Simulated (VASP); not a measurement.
# Li16Cu (a cell with a defect) in VASP: further runs, part 2 of 2

VASP 6.6.1. Earlier steps stand in the parts before.

### Step 3. Single point, PBE+D3(BJ)

Input file INCAR:

```
SYSTEM = Li16Cu
  PREC = Accurate
  ENCUT = 520
  EDIFF = 1E-7
  ISMEAR = 0
  SIGMA = 0.1
  LREAL = Auto
  LASPH = .True.
  NELM = 100
  ALGO = Normal
  ISIF = 2
  LWAVE = .False.
  LCHARG = .False.
  GGA = PE
  IVDW = 12
  NBANDS = 44
```

Input file KPOINTS:

```
Automatic mesh
0
Gamma
  3 3 3
  0 0 0
```

Input file POSCAR:

```
Li16Cu
1.0
    6.9800000000      0.0000000000      0.0000000000
    0.0000000000      6.9800000000      0.0000000000
    0.0000000000      0.0000000000      6.9800000000
Li Cu
16 1
Direct
    0.0223313754      0.0243467049      0.0073627507
    0.4635365330     -0.0131378223     -0.0044667622
    0.0196601719      0.4549239255     -0.0188366762
    0.0049292264      0.0171808023      0.4664916905
    0.2737173352      0.2744408309      0.2587416905
    0.4707312321      0.5311746418     -0.0248332378
    0.6080365330     -0.0067108883      0.5848720630
    0.7020567335      0.2428154728      0.2399489971
   -0.0394386819      0.4796130372      0.4938004298
    0.1752895415      0.6996528653      0.2228918338
    0.2732110315      0.2421061605      0.6964630372
    0.5055717765      0.5586545845      0.4974912607
    0.7303262178      0.7664001433      0.2299465616
    0.7363260745      0.2792333811      0.7847548711
    0.2295977077      0.7671816619      0.7006131805
    0.8010537249      0.7369889685      0.7936680516
    0.3704504298     -0.0574858166      0.3559538682
```

Potentials or basis: VASP PAW PBE potentials, release 64 (Li_sv, Cu).

The run is started by

```sh
$ cat potpaw_PBE.64/Li_sv/POTCAR potpaw_PBE.64/Cu/POTCAR > POTCAR
$ mpirun -np 1 vasp_std > vasp.out
```

OUTCAR:

```text
SYSTEM = Li16Cu
   PREC = Accurate
   ENCUT = 520
   EDIFF = 1E-7
   ISMEAR = 0
   LREAL = Auto
   LASPH = .True.
   NELM = 100
   ISIF = 2
   GGA = PE
   IVDW = 12
 IVDW          = 12

 ion  position               nearest neighbor table
   1  0.022  0.024  0.007-
   2  0.464  0.987  0.996-  17 2.62
   3  0.020  0.455  0.981-
   4  0.005  0.017  0.466-
   5  0.274  0.274  0.259-  17 2.51
   6  0.471  0.531  0.975-
   7  0.608  0.993  0.585-  17 2.33  14 2.59
   8  0.702  0.243  0.240-
   9  0.961  0.480  0.494-
  10  0.175  0.700  0.223-  17 2.36
  11  0.273  0.242  0.696-
  12  0.506  0.559  0.497-
  13  0.730  0.766  0.230-
  14  0.736  0.279  0.785-   7 2.59
  15  0.230  0.767  0.701-
  16  0.801  0.737  0.794-
  17  0.370  0.943  0.356-   7 2.33  10 2.36   5 2.51   2 2.62

  LATTYP: Found a simple cubic cell.
 ALAT       =     6.9800000000

  Lattice vectors:

 A1 = (   6.9800000000,   0.0000000000,   0.0000000000)
 A2 = (   0.0000000000,   6.9800000000,   0.0000000000)
 A3 = (   0.0000000000,   0.0000000000,   6.9800000000)

Analysis of symmetry for initial positions (statically):
=====================================================================
 Subroutine PRICEL returns:
 Original cell was already a primitive cell.

 Routine SETGRP: Setting up the symmetry group for a
 simple cubic supercell.

 Subroutine GETGRP returns: Found  1 space group operations
 (whereof  1 operations were pure point group operations)
 out of a pool of 48 trial point group operations.

The static configuration has the point symmetry C_1 .

Analysis of symmetry for dynamics (positions and initial velocities):
=====================================================================
[... 149 lines left out ...]
     AMIX_MAG =   1.60;   BMIX_MAG =  1.00
  volume/ion in A,a.u.               =      20.00       134.99
  Fermi-wavevector in a.u.,A,eV,Ry     =   0.913069  1.725449 11.343099  0.833694
  Thomas-Fermi vector in A             =   2.037537
   LORBIT       =      0    0 simple, 1 ext, 2 COOP (PROOUT), +10 PAW based schemes
   GGA     = PE    functional components
   LHFCALC =     F    Hartree Fock is set to
   AEXX    =    0.0000 exact exchange contribution
   IVDW    =    12    specifies the selected vdW correction
   LEPSILON=     F    determine dielectric tensor
   LRPA    =     F    only Hartree local field effects (RPA)
 non-spin polarized calculation
 Gauss-broadening in eV      SIGMA  =   0.10
  energy-cutoff  :      520.00
  volume of cell :      340.07
 maximum number of plane-waves:      9180
 NGX is ok and might be reduce to    54
   NGX = 25   NGY = 25   NGZ = 25

 number of electron      59.0000005 magnetization

 Free energy of the ion-electron system (eV)
  ---------------------------------------------------
  ext. energy  EPLUGINS =         0.00000000
  ---------------------------------------------------
  free energy    TOTEN  =       -33.72474996 eV

  energy without entropy =      -33.69356665  energy(sigma->0) =      -33.70915831

 E-fermi :   0.7383     XC(G=0):  -7.2155

 val. band max:        0.7052654523   @ k =   0.0000  -0.3333   0.3333
 cond. band min:       0.7756096834   @ k =  -0.3333   0.3333   0.0000
 fundamental gap:      0.0703442312
 Fermi energy:         0.7382895490

 k-point     1 :       0.0000    0.0000    0.0000
  band No.  band energies     occupation
      1     -45.8582      2.00000
      2     -45.8399      2.00000
      3     -45.8378      2.00000
      4     -45.8341      2.00000
      5     -45.8282      2.00000
      6     -45.8212      2.00000
[... 605 lines left out ...]
     40       3.8049      0.00000
     41       4.0676      0.00000
 [bands above 41 left out]

------------------------ aborting loop because EDIFF is reached ----------------------------------------

 Edisp (eV)   -3.04542

 E8    (eV) :    -1.2723

  FORCE on cell =-STRESS in cart. coord.  units (eV):
  Direction    XX          YY          ZZ          XY          YZ          ZX
  --------------------------------------------------------------------------------------
  -------------------------------------------------------------------------------------
  Total      -3.53007    -3.96721    -4.30386     0.76684     0.94065     1.44794
  in kB     -16.63135   -18.69085   -20.27693     3.61286     4.43173     6.82176
  external pressure =      -18.53 kB  Pullay stress =        0.00 kB

 VOLUME and BASIS-vectors are now :
 -----------------------------------------------------------------------------
  energy-cutoff  :      520.00
  volume of cell :      340.07
      direct lattice vectors                 reciprocal lattice vectors
     6.980000000  0.000000000  0.000000000     0.143266476  0.000000000  0.000000000
     0.000000000  6.980000000  0.000000000     0.000000000  0.143266476  0.000000000
     0.000000000  0.000000000  6.980000000     0.000000000  0.000000000  0.143266476

 POSITION                                       TOTAL-FORCE (eV/Angst)
 -----------------------------------------------------------------------------------
      0.15587      0.16994      0.05139        -0.009843      0.002270     -0.012880
      3.23549      6.88830      6.94882        -0.005828      0.004189      0.005484
      0.13723      3.17537      6.84852         0.001994     -0.005415     -0.014320
      0.03441      0.11992      3.25611        -0.002565     -0.000312      0.005083
      1.91055      1.91560      1.80602         0.004581     -0.005222     -0.002953
      3.28570      3.70760      6.80666        -0.006549      0.011598      0.009172
[... 9 lines left out ...]
      5.59135      5.14418      5.53980         0.007232     -0.011776      0.005741
      2.58574      6.57875      2.48456         0.009403      0.002269      0.008472
 -----------------------------------------------------------------------------------
    total drift:                                0.003421      0.003182      0.005777

  FREE ENERGIE OF THE ION-ELECTRON SYSTEM (eV)
  ---------------------------------------------------
  free  energy   TOTEN  =       -36.7701726611 eV

  energy  without entropy=      -36.7389893538  energy(sigma->0) =      -36.75458101
```

OSZICAR:

```text
N       E                     dE             d eps       ncg     rms          rms(c)
DAV:   1     0.392494937222E+03    0.39249E+03   -0.24178E+04  1232   0.135E+03
DAV:   2     0.523882428970E+02   -0.34011E+03   -0.32241E+03  1232   0.379E+02
DAV:   3    -0.109159094734E+02   -0.63304E+02   -0.60825E+02  2216   0.104E+02
DAV:   4    -0.302450175925E+02   -0.19329E+02   -0.19065E+02  2256   0.680E+01
DAV:   5    -0.345507589743E+02   -0.43057E+01   -0.43013E+01  2128   0.246E+01    0.104E+01
DAV:   6    -0.362859674416E+02   -0.17352E+01   -0.45308E+01  1712   0.892E+01    0.913E+00
DAV:   7    -0.338659130387E+02    0.24201E+01   -0.10556E+01  2064   0.188E+01    0.237E+00
DAV:   8    -0.337869964281E+02    0.78917E-01   -0.23761E+00  1928   0.110E+01    0.236E+00
DAV:   9    -0.337209060449E+02    0.66090E-01   -0.73334E-01  1904   0.906E+00    0.362E-01
DAV:  10    -0.337242073916E+02   -0.33013E-02   -0.65579E-02  2256   0.141E+00    0.762E-02
DAV:  11    -0.337247201545E+02   -0.51276E-03   -0.59452E-03  2108   0.285E-01    0.375E-02
DAV:  12    -0.337247489970E+02   -0.28843E-04   -0.39091E-04  2216   0.765E-02    0.845E-03
DAV:  13    -0.337247520959E+02   -0.30989E-05   -0.50462E-05  2200   0.307E-02    0.506E-03
DAV:  14    -0.337247510129E+02    0.10830E-05   -0.35982E-06  2096   0.112E-02    0.243E-03
DAV:  15    -0.337247501528E+02    0.86007E-06   -0.56792E-07  1488   0.786E-03    0.554E-04
DAV:  16    -0.337247499223E+02    0.23055E-06   -0.13116E-07  1072   0.219E-03    0.151E-04
DAV:  17    -0.337247499600E+02   -0.37718E-07   -0.45437E-08   952   0.195E-03
   1 F= -.36770173E+02 E0= -.36754581E+02  d E =-.311833E-01
```

It took 13 min on 1 thread of Oxide Virtual Turin-like, shared host; peak memory 0.4 GiB.

Results:

| Item | Value |
| --- | --- |
| Free energy | -36.7702 eV |
| Largest force | 0.019 eV/Å |
| Band gap on the k mesh | zero (an odd number of electrons rules out a gap without spin polarisation) |
| Dispersion energy per atom | -0.179 eV |

Forces on the atoms (eV/Å):
```
Li  -0.010  0.002 -0.013
Li  -0.006  0.004  0.005
Li   0.002 -0.005 -0.014
Li  -0.003  0.000  0.005
Li   0.005 -0.005 -0.003
Li  -0.007  0.012  0.009
Li   0.014 -0.011  0.003
Li   0.000 -0.001  0.006
Li  -0.002  0.008  0.005
Li  -0.013  0.009 -0.002
Li   0.016 -0.001 -0.004
Li  -0.007  0.002 -0.009
Li   0.006 -0.003 -0.004
Li  -0.011  0.006 -0.008
Li  -0.002 -0.007  0.009
Li   0.007 -0.012  0.006
Cu   0.009  0.002  0.008
```

Caveat: the cutoff is under 1.25 times the usual one of these potentials, so pressure, stress and relaxed cells hold a basis-set (Pulay) error.

### Step 4. Single point, PBE+D3(BJ)

Changes to INCAR since step 3:

```diff
@@ -3,3 +3,3 @@
   ENCUT = 520
-  EDIFF = 1E-7
+  EDIFF = 1E-6
   ISMEAR = 0
@@ -8,3 +8,3 @@
   LASPH = .True.
-  NELM = 100
+  NELM = 80
   ALGO = Normal
```

Input file KPOINTS:

```
regular mesh
0
Gamma
  3 3 3
  0 0 0
```

Input file POSCAR:

```
Li16Cu
1.0
    6.9800000000      0.0000000000      0.0000000000
    0.0000000000      6.9800000000      0.0000000000
    0.0000000000      0.0000000000      6.9800000000
Li Cu
16 1
Direct
    0.0243628940      0.0126538682      0.0145611748
    0.4633891117     -0.0149994269     -0.0054275072
    0.0127987106      0.4762296562     -0.0131438395
    0.0019098854      0.0138852436      0.4650469914
    0.2650703438      0.2756143266      0.2510349570
    0.4758063037      0.5238689112     -0.0298855301
    0.5993300860      0.0150737822      0.5846657593
    0.7015593123      0.2409876791      0.2362028653
   -0.0423710602      0.4779893983      0.4922743553
    0.1912868195      0.6944637536      0.2346739255
    0.2589318052      0.2429382521      0.7044922636
    0.5088184814      0.5381840974      0.5038207736
    0.7225995702      0.7651909742      0.2366724928
    0.7555889685      0.2718724928      0.7938795129
    0.2335849570      0.7669064470      0.6960335244
    0.7924262178      0.7438153295      0.7804948424
    0.3680941261     -0.0468224928      0.3549342407
```

The run is started by

```sh
$ cat potpaw_PBE.64/Li_sv/POTCAR potpaw_PBE.64/Cu/POTCAR > POTCAR
$ mpirun -np 1 vasp_std > vasp.out
```

Run time: 9 min. Hardware: 1 thread of Oxide Virtual Turin-like, shared host; peak memory 0.39 GiB.

It converged, with:

```
Free energy                : -36.7467 eV
Largest force              : 0.025 eV/Å
Band gap on the k mesh     : zero (an odd number of electrons rules out a gap without spin polarisation)
Dispersion energy per atom : -0.179 eV
```

Forces on the atoms (eV/Å):
```
Li  -0.006  0.013 -0.005
Li  -0.004 -0.001 -0.003
Li   0.006 -0.011 -0.013
Li  -0.006  0.003  0.002
Li   0.007  0.001  0.007
Li  -0.002  0.002  0.001
Li   0.008 -0.019  0.001
Li   0.002  0.002  0.006
Li   0.001  0.004  0.005
Li  -0.024  0.001 -0.005
Li   0.013  0.002 -0.003
Li  -0.004  0.014 -0.004
Li   0.012  0.001 -0.005
Li  -0.018  0.007 -0.007
Li  -0.001 -0.008  0.009
Li   0.010 -0.006  0.011
Cu   0.005 -0.005  0.003
```

Levels at points of the mesh, in eV from the Fermi level:
```
           k point  band 27  band 28  band 29  band 30  band 31  band 32
(0.00, 0.00, 0.00)    -1.03    -1.01     0.03     0.08     0.28     0.39
```

Caveat: the cutoff is under 1.25 times the usual one of these potentials, so pressure, stress and relaxed cells hold a basis-set (Pulay) error.

### Step 5. Overview

```csv
cell,gap on the mesh (eV),largest force (eV/Å)
"as given, atomic positions A",none,0.02
"as given, atomic positions B",none,0.02
"as given, atomic positions C",none,0.02
```

Alike in all rows: task single point; level PBE+D3(BJ); potentials or basis VASP PAW PBE potentials, release 64 (Li_sv, Cu); no spin polarisation; k mesh 3 × 3 × 3; cutoff (eV) 520; smearing gaussian 0.1 eV.

Caveats: the cutoff is under 1.25 times the usual one of these potentials, so pressure, stress and relaxed cells hold a basis-set (Pulay) error.

Total energies depend on the potentials used, so only differences within one code and one set of settings carry meaning.

The gap in the log of VASP goes by the Fermi energy; the results here count the filled bands.